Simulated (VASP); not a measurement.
# Rb2PdO2 (I4/mmm) in VASP: further runs

The runs below take Rb2PdO2 through single point, relaxation of cell and atoms, with PBE.

Everything below comes from runs of VASP 6.6.1. Logs are shortened: lines on timing, memory, paths and dates and some standing lists are left out, and cuts for length are marked.

### Step 1. The cell of the first run

Symmetry: I4/mmm, No. 139, tetragonal system. Conventional cell: a = 4.247 Å, b = 4.247 Å, c = 13.736 Å, α = 90.00°, β = 90.00°, γ = 90.00°. Rb (site symmetry 4mm) has 5 O at 2.92 to 3.01 Å and 4 Pd at 3.65 Å and 9 Rb at 4.05 to 4.25 Å within 4.3 Å. O (site symmetry 4mm) has 1 Pd at 1.87 Å within 2.5 Å. Within 2.5 Å of Pd (site symmetry 4/mmm) lie 2 O at 1.87 Å.

### Step 2. Single point, PBE

INCAR

```
SYSTEM = Rb2PdO2
PREC = Accurate
ENCUT = 520
EDIFF = 1E-7
ISMEAR = -1
SIGMA = 0.1
LREAL = .False.
LASPH = .True.
NELM = 100
ALGO = Normal
ISIF = 2
LWAVE = .False.
LCHARG = .False.
GGA = PE
NBANDS = 28
```

KPOINTS

```
Automatic mesh
0
Gamma
  7 7 7
  0 0 0
```

POSCAR

```
Rb2PdO2
1.0
    0.0000000000      4.2466948891      0.0000001574
    4.2466948891      0.0000000000      0.0000001574
    2.1233476990      2.1233476990     -6.8679595894
Rb O Pd
2 2 1
Direct
    0.3490622693      0.3490622693      0.3018754615
    0.6509377307      0.6509377307      0.6981245385
    0.1361764559      0.1361764559      0.7276470881
    0.8638235441      0.8638235441      0.2723529119
    0.0000000000      0.0000000000      0.0000000000
```

Potentials or basis: VASP PAW PBE potentials, release 64 (Rb_sv, O, Pd).

Launch:

```sh
> cat potpaw_PBE.64/Rb_sv/POTCAR potpaw_PBE.64/O/POTCAR potpaw_PBE.64/Pd/POTCAR > POTCAR
> mpirun -np 1 vasp_std > vasp.out
```

OUTCAR:

```text
SYSTEM = Rb2PdO2
   PREC = Accurate
   ENCUT = 520
   EDIFF = 1E-7
   ISMEAR = -1
   LREAL = .False.
   LASPH = .True.
   NELM = 100
   ISIF = 2
   GGA = PE

 ion  position               nearest neighbor table
   1  0.349  0.349  0.302-   3 2.92   4 3.01   4 3.01   4 3.01   4 3.01   5 3.65   5 3.65   5 3.65
                             5 3.65   2 4.05   2 4.05   2 4.05   2 4.05   2 4.15
   2  0.651  0.651  0.698-   4 2.92   3 3.01   3 3.01   3 3.01   3 3.01   5 3.65   5 3.65   5 3.65
                             5 3.65   1 4.05   1 4.05   1 4.05   1 4.05   1 4.15
   3  0.136  0.136  0.728-   5 1.87   1 2.92   2 3.01   2 3.01   2 3.01   2 3.01
   4  0.864  0.864  0.272-   5 1.87   2 2.92   1 3.01   1 3.01   1 3.01   1 3.01
   5  0.000  0.000  0.000-   3 1.87   4 1.87   2 3.65   1 3.65   2 3.65   1 3.65   1 3.65   2 3.65
                             2 3.65   1 3.65

  LATTYP: Found a body centered tetragonal cell.
 ALAT       =     4.2466948891
 C/A-ratio  =     3.2344964384

  Lattice vectors:

 A1 = (  -2.1233476990,   2.1233471901,   6.8679597468)
 A2 = (   2.1233471901,  -2.1233476990,   6.8679597468)
 A3 = (   2.1233476990,   2.1233476990,  -6.8679595894)

Analysis of symmetry for initial positions (statically):
=====================================================================
 Subroutine PRICEL returns:
 Original cell was already a primitive cell.

 Routine SETGRP: Setting up the symmetry group for a
 body centered tetragonal supercell.

 Subroutine GETGRP returns: Found 16 space group operations
 (whereof 16 operations were pure point group operations)
 out of a pool of 16 trial point group operations.

The static configuration has the point symmetry D_4h.

Analysis of symmetry for dynamics (positions and initial velocities):
=====================================================================
 Subroutine PRICEL returns:
 Original cell was already a primitive cell.

 Routine SETGRP: Setting up the symmetry group for a
 body centered tetragonal supercell.

 Subroutine GETGRP returns: Found 16 space group operations
 (whereof 16 operations were pure point group operations)
 out of a pool of 16 trial point group operations.

The dynamic configuration has the point symmetry D_4h.

 Subroutine INISYM returns: Found 16 space group operations
 (whereof 16 operations are pure point group operations),
 and found     1 'primitive' translations

----------------------------------------------------------------------------------------

                                     Primitive cell

  volume of cell :     123.8597

  direct lattice vectors                    reciprocal lattice vectors
     0.000000000  4.246694889  0.000000157    -0.000000003  0.235477239  0.072801833
     4.246694889  0.000000000  0.000000157     0.235477239 -0.000000003  0.072801833
     2.123347699  2.123347699 -6.867959589     0.000000005  0.000000005 -0.145603649

  length of vectors
     4.246694889  4.246694889  7.495737444     0.246474415  0.246474415  0.145603649

  position of ions in fractional coordinates (direct lattice)
     0.349062269  0.349062269  0.301875462
     0.650937731  0.650937731  0.698124538
     0.136176456  0.136176456  0.727647088
     0.863823544  0.863823544  0.272352912
     0.000000000  0.000000000  0.000000000

  ion indices of the primitive-cell ions
   primitive index   ion index
                 1           1
                 2           2
                 3           3
                 4           4
                 5           5

----------------------------------------------------------------------------------------

 KPOINTS: Automatic mesh

Automatic generation of k-mesh.
 Grid dimensions read from file:
 generate k-points for:    7    7    7

 Generating k-lattice:

  Cartesian coordinates                     Fractional coordinates (reciprocal lattice)
    -0.000000000  0.033639606  0.010400262     0.142857143  0.000000000  0.000000000
     0.033639606 -0.000000000  0.010400262     0.000000000  0.142857143  0.000000000
     0.000000001  0.000000001 -0.020800521     0.000000000  0.000000000  0.142857143

  Length of vectors
     0.035210631  0.035210631  0.020800521

  Shift w.r.t. Gamma in fractional coordinates (k-lattice)
     0.000000000  0.000000000  0.000000000

 Subroutine IBZKPT returns following result:
 ===========================================

 Found     40 irreducible k-points:

 Following reciprocal coordinates:
            Coordinates               Weight
  0.000000  0.000000  0.000000      1.000000
  0.142857 -0.000000  0.000000      8.000000
  0.285714 -0.000000  0.000000      8.000000
  0.428571 -0.000000  0.000000      8.000000
  0.142857  0.142857  0.000000      8.000000
  0.285714  0.142857  0.000000     16.000000
[... 16 lines left out ...]
  0.285714  0.285714  0.142857      8.000000
  0.428571  0.285714  0.142857     16.000000
 [... further k-points ...]
   k-points           NKPTS =     40   k-points in BZ     NKDIM =     40   number of bands    NBANDS=     28
   number of dos      NEDOS =    301   number of ions     NIONS =      5
   total plane-waves  NPLWV =  57344
   dimension x,y,z NGX =    32 NGY =   32 NGZ =   56
   dimension x,y,z NGXF=    64 NGYF=   64 NGZF=  112
   ions per type =               2   2   1
   NGX,Y,Z   is equivalent  to a cutoff of  12.53, 12.53, 12.42 a.u.
   NGXF,Y,Z  is equivalent  to a cutoff of  25.05, 25.05, 24.84 a.u.
 SYSTEM =  Rb2PdO2
   PREC   = accura    normal or accurate (medium, high low for compatibility)
   ISTART =      0    job   : 0-new  1-cont  2-samecut
   ICHARG =      2    charge: 1-file 2-atom 10-const
   ISPIN  =      1    spin polarized calculation?
   LNONCOLLINEAR =      F non collinear calculations
   LSORBIT =      F    spin-orbit coupling
   LASPH  =      T    aspherical Exc in radial PAW
   ENCUT  =  520.0 eV  38.22 Ry    6.18 a.u.   7.90  7.90 13.94*2*pi/ulx,y,z
   NELM   =    100;   NELMIN=  2; NELMDL= -5     # of ELM steps
   EDIFF  = 0.1E-06   stopping-criterion for ELM
   LREAL  =      F    real-space projection
   EDIFFG = 0.1E-05   stopping-criterion for IOM
   NSW    =      0    number of steps for IOM
   IBRION =     -1    ionic relax: 0-MD 1-quasi-New 2-CG
   NFREE  =      0    steps in history (QN), initial steepest desc. (CG)
   ISIF   =      2    stress and relaxation
   ISYM   =      2    0-nonsym 1-usesym 2-fastsym
   POTIM  = 0.5000    time-step for ionic-motion
   TEBEG  =    0.0;   TEEND  =   0.0 temperature during run
   PSTRESS=    0.0 pullay stress
   NELECT =      40.0000    total number of electrons
   NUPDOWN=      -1.0000    fix difference up-down
   EMIN   =  10.00;   EMAX   =-10.00  energy-range for DOS
   EFERMI =   0.00;   METHOD = LEGACY
   ISMEAR =    -1;   SIGMA  =   0.10  broadening in eV -4-tet -1-fermi 0-gaus
   EFERMI_NEDOS =   21; number of points for ismear=-14 and -15
   IALGO  =     38    algorithm
   IMIX   =      4    mixing-type and parameters
     AMIX     =   0.40;   BMIX     =  1.00
     AMIX_MAG =   1.60;   BMIX_MAG =  1.00
  volume/ion in A,a.u.               =      24.77       167.17
  Fermi-wavevector in a.u.,A,eV,Ry     =   1.123186  2.122513 17.164375  1.261546
  Thomas-Fermi vector in A             =   2.259850
   LORBIT       =      0    0 simple, 1 ext, 2 COOP (PROOUT), +10 PAW based schemes
   GGA     = PE    functional components
   LHFCALC =     F    Hartree Fock is set to
   AEXX    =    0.0000 exact exchange contribution
   IVDW    =     0    specifies the selected vdW correction
   LEPSILON=     F    determine dielectric tensor
   LRPA    =     F    only Hartree local field effects (RPA)
 non-spin polarized calculation
  energy-cutoff  :      520.00
  volume of cell :      123.86
 maximum number of plane-waves:      3350
   NGX = 15   NGY = 15   NGZ = 27

 number of electron      40.0000003 magnetization

 Free energy of the ion-electron system (eV)
  ---------------------------------------------------
  ext. energy  EPLUGINS =         0.00000000
  ---------------------------------------------------
  free energy    TOTEN  =       -21.28568138 eV

  energy without entropy =      -21.01224513  energy(sigma->0) =      -21.14896325

 E-fermi :   0.9763     XC(G=0):  -8.3691

 val. band max:        0.9744483536   @ k =   0.4286   0.1429  -0.0000
 cond. band min:       0.9806303425   @ k =  -0.4286   0.4286   0.0000
 fundamental gap:      0.0061819890
 Fermi energy:         0.9763185707

 k-point     1 :       0.0000    0.0000    0.0000
  band No.  band energies     occupation
      1     -25.1324      2.00000
      2     -25.0704      2.00000
      3     -16.2629      2.00000
      4     -15.7338      2.00000
      5      -9.5811      2.00000
      6      -9.2071      2.00000
[... 20 lines left out ...]
     27       7.9419      0.00000
     28       7.9419      0.00000

 k-point     2 :       0.1429   -0.0000    0.0000
  band No.  band energies     occupation
      1     -25.1261      2.00000
      2     -25.0702      2.00000
      3     -16.2714      2.00000
      4     -15.7402      2.00000
      5      -9.5545      2.00000
      6      -9.2212      2.00000
[... 20 lines left out ...]
     27       7.9880      0.00000
     28       7.9957      0.00000

 k-point     3 :       0.2857   -0.0000    0.0000
  band No.  band energies     occupation
      1     -25.1104      2.00000
      2     -25.0713      2.00000
      3     -16.2904      2.00000
      4     -15.7551      2.00000
      5      -9.4876      2.00000
      6      -9.2622      2.00000
[... 20 lines left out ...]
     27       8.2514      0.00000
     28       8.4021      0.00000

 k-point     4 :       0.4286   -0.0000    0.0000
  band No.  band energies     occupation
      1     -25.0931      2.00000
      2     -25.0768      2.00000
      3     -16.3058      2.00000
      4     -15.7671      2.00000
      5      -9.4130      2.00000
      6      -9.3199      2.00000
[... 578 lines left out ...]
     27       7.6130      0.00000
     28       7.8593      0.00000

 k-point    23 :       0.2857    0.2857    0.1429
  band No.  band energies     occupation
      1     -25.0950      2.00000
      2     -25.0679      2.00000
      3     -16.2853      2.00000
      4     -15.7467      2.00000
      5      -9.4309      2.00000
      6      -9.3961      2.00000
[... 20 lines left out ...]
     27       8.2360      0.00000
     28       8.6295      0.00000

 k-point    24 :       0.4286    0.2857    0.1429
  band No.  band energies     occupation
      1     -25.0826      2.00000
      2     -25.0698      2.00000
      3     -16.2835      2.00000
      4     -15.7414      2.00000
      5      -9.4286      2.00000
      6      -9.4045      2.00000
[... 20 lines left out ...]
     27       8.2584      0.00000
     28       8.5793      0.00000

 [... further k-points ...]

------------------------ aborting loop because EDIFF is reached ----------------------------------------

  FORCE on cell =-STRESS in cart. coord.  units (eV):
  Direction    XX          YY          ZZ          XY          YZ          ZX
  --------------------------------------------------------------------------------------
  -------------------------------------------------------------------------------------
  Total        0.0032276      0.0032276     -0.0565190     -0.0000000      0.0000000      0.0000000
  in kB        0.0417507      0.0417507     -0.7310977     -0.0000000      0.0000000      0.0000000
  external PRESSURE =      -0.2158654 kB  Pullay stress =       0.0000000 kB

 VOLUME and BASIS-vectors are now :
 -----------------------------------------------------------------------------
  energy-cutoff  :      520.00
  volume of cell :      123.86
      direct lattice vectors                 reciprocal lattice vectors
     0.000000000  4.246694889  0.000000157    -0.000000003  0.235477239  0.072801833
     4.246694889  0.000000000  0.000000157     0.235477239 -0.000000003  0.072801833
     2.123347699  2.123347699 -6.867959589     0.000000005  0.000000005 -0.145603649

 POSITION                                       TOTAL-FORCE (eV/Angst)
 -----------------------------------------------------------------------------------
      2.12335      2.12335     -2.07327        -0.000000     -0.000000      0.001875
      4.24670      4.24670     -4.79469         0.000000      0.000000     -0.001875
      2.12335      2.12335     -4.99745         0.000000      0.000000     -0.017375
      4.24669      4.24669     -1.87051        -0.000000     -0.000000      0.017375
      0.00000      0.00000      0.00000         0.000000      0.000000      0.000000
 -----------------------------------------------------------------------------------
    total drift:                                0.000000     -0.000000      0.000000

  FREE ENERGIE OF THE ION-ELECTRON SYSTEM (eV)
  ---------------------------------------------------
  free  energy   TOTEN  =       -21.2856813754 eV

  energy  without entropy=      -21.0122451329  energy(sigma->0) =      -21.14896325
```

Wall time 56 s (1 thread of Intel Xeon 6975P-C (Granite Rapids), shared host); peak memory 0.3 GiB.

What came out:

```yaml
Free_energy: -21.2857 eV
Pressure: 0.0 GPa
Largest_force: 0.017 eV/Å
Band_gap_on_the_k_mesh: zero (bands 20 and 21 overlap by 0.14 eV)
```

Forces on the atoms (eV/Å):
```
Rb   0.000  0.000  0.002
Rb   0.000  0.000 -0.002
O    0.000  0.000 -0.017
O    0.000  0.000  0.017
Pd   0.000  0.000  0.000
```

Stress tensor (GPa, compression positive):
```
 0.00  0.00  0.00
 0.00  0.00  0.00
 0.00  0.00 -0.07
```

### Step 3. Relaxation of cell and atoms, PBE

This run uses another cell than the first one, of 24.68 Å³/atom.

INCAR

```
PREC     = Accurate       # precision mode
ENCUT    = 600            # plane-wave cutoff, eV
EDIFF    = 1E-6           # SCF threshold, eV
ISMEAR   = -1             # smearing method
SIGMA    = 0.1            # smearing width, eV
LREAL    = False          # projectors in reciprocal space
LASPH    = True           # aspherical terms in the spheres
NELM     = 80             # most SCF steps
ALGO     = Normal         # electronic algorithm
ISIF     = 3              # what is computed and relaxed
LWAVE    = False          # write WAVECAR
LCHARG   = False          # write CHGCAR
GGA      = PE             # functional
IBRION   = 2              # ionic algorithm
NSW      = 60             # ionic steps
EDIFFG   = -0.03          # ionic threshold
```

KPOINTS

```
Automatic mesh
0
Gamma
  7 7 7
```

POSCAR

```
Rb2PdO2
1.0
    0.0000000000      4.2762690000      0.0000000000
    4.2762690000      0.0000000000      0.0000000000
    2.1381350000      2.1381350000     -6.7469800000
Rb O Pd
2 2 1
Direct
    0.3451000000      0.3451000000      0.3098000000
    0.6549000000      0.6549000000      0.6902000000
    0.1273000000      0.1273000000      0.7454000000
    0.8727000000      0.8727000000      0.2546000000
    0.0000000000      0.0000000000      0.0000000000
```

Potentials or basis: VASP PAW PBE potentials, release 64 (Rb_sv, O, Pd).

Launch:

```sh
> cat potpaw_PBE.64/Rb_sv/POTCAR potpaw_PBE.64/O/POTCAR potpaw_PBE.64/Pd/POTCAR > POTCAR
> mpirun -np 1 vasp_std > vasp.out
```

It took 10 min on 1 thread of Intel Xeon 6975P-C (Granite Rapids), shared host; peak memory 0.38 GiB.

It converged, with:

- Free energy: -21.2882 eV
- Relaxed volume: 24.66 Å³/atom
- Relaxed cell: a = 4.237 Å, b = 4.237 Å, c = 7.492 Å, α = 73.57°, β = 73.57°, γ = 90.00°
- Space group after relaxing (to 0.1 Å): I4/mmm (No. 139)
- Energy gained by relaxing: 139.4 meV/atom
- Ionic steps: 15
- Pressure after relaxing: 0.1 GPa
- Largest force after relaxing: 0.008 eV/Å
- Band gap on the k mesh: zero (bands 20 and 21 overlap by 0.14 eV)

Forces in eV/Å, atoms in the order of the input:
```
Rb   0.000  0.000 -0.008
Rb   0.000  0.000  0.008
O    0.000  0.000  0.006
O    0.000  0.000 -0.006
Pd   0.000  0.000  0.000
```

The path:
| step | energy change (eV) | largest force (eV/Å) | pressure (GPa) | volume (Å³) |
| --- | --- | --- | --- | --- |
| 1 | 0.0000 | 5.2406 | 7.25 | 123.38 |
| 2 | 1.1746 | 2.6392 | -6.29 | 143.27 |
| 3 | -0.6383 | 0.6633 | -2.08 | 129.48 |
| 4 | -0.6682 | 0.2199 | -1.31 | 128.59 |
| 5 | -0.6752 | 0.1677 | -0.64 | 127.90 |
| 6 | -0.6751 | 0.1362 | -0.75 | 127.99 |
| 7 | -0.6844 | 0.1162 | -0.49 | 126.30 |
| 8 | -0.6924 | 0.0532 | 0.38 | 121.34 |
| 9 | -0.6934 | 0.0702 | 0.13 | 122.61 |
| 10 | -0.6934 | 0.0687 | 0.16 | 122.49 |
| 11 | -0.6940 | 0.0713 | -0.06 | 122.72 |
| 12 | -0.6940 | 0.0595 | -0.04 | 122.69 |
| 13 | -0.6945 | 0.0524 | -0.03 | 122.75 |
| 14 | -0.6959 | 0.0340 | 0.01 | 122.93 |
| 15 | -0.6969 | 0.0082 | 0.08 | 123.28 |

Final structure:
```yaml
crystal:
  lattice:
    - [0.00000, 4.23708, 0.00000]
    - [4.23708, 0.00000, 0.00000]
    - [2.11854, 2.11854, -6.86664]
  atoms:
    - { symbol: Rb, position: [0.34924, 0.34924, 0.30152] }
    - { symbol: Rb, position: [0.65076, 0.65076, 0.69848] }
    - { symbol: O, position: [0.13611, 0.13611, 0.72778] }
    - { symbol: O, position: [0.86389, 0.86389, 0.27222] }
    - { symbol: Pd, position: [0.00000, 0.00000, 0.00000] }
```

Levels at points of the mesh, in eV from the Fermi level:
| k point | band 18 | band 19 | band 20 | band 21 | band 22 | band 23 |
| --- | --- | --- | --- | --- | --- | --- |
| (0.00, 0.00, 0.00) | -1.86 | -1.34 | 0.09 | 0.09 | 2.89 | 4.82 |
